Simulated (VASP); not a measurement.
A run of VASP 6.6.1 is set up as follows.

Contents of INCAR:

```
PREC = Accurate
ENCUT = 600
EDIFF = 1E-6
ISMEAR = 0
SIGMA = 0.2
LREAL = F
LASPH = T
NELM = 120
ALGO = Normal
ISIF = 2
LWAVE = F
LCHARG = F
GGA = PE
NBANDS = 20
GGA_COMPAT = F
```

The input KPOINTS:

```
Automatic mesh
0
Gamma
  6 6 6
```

Contents of POSCAR:

```
TiC3
1.0
    0.0000000000      2.6125649976      2.6125649976
    2.6125649976      0.0000000000      2.6125649976
    2.6125649976      2.6125649976      0.0000000000
Ti C
1 3
Direct
    0.0000000000      0.0000000000      0.0000000000
    0.5000000000      0.5000000000      0.5000000000
    0.2500000000      0.2500000000      0.2500000000
    0.7500000000      0.7500000000      0.7500000000
```

Potentials or basis: VASP PAW PBE potentials, release 64 (Ti_sv, C).

Launch:

```console
$ cat potpaw_PBE.64/Ti_sv/POTCAR potpaw_PBE.64/C/POTCAR > POTCAR
$ mpirun -np 1 vasp_std > vasp.out
```

Problem. Estimate the pressure.

Solution. -0.6 GPa.

Problem. Predict the band gap on the k mesh.

Solution. Zero (bands 12 and 13 overlap by 2.36 eV).
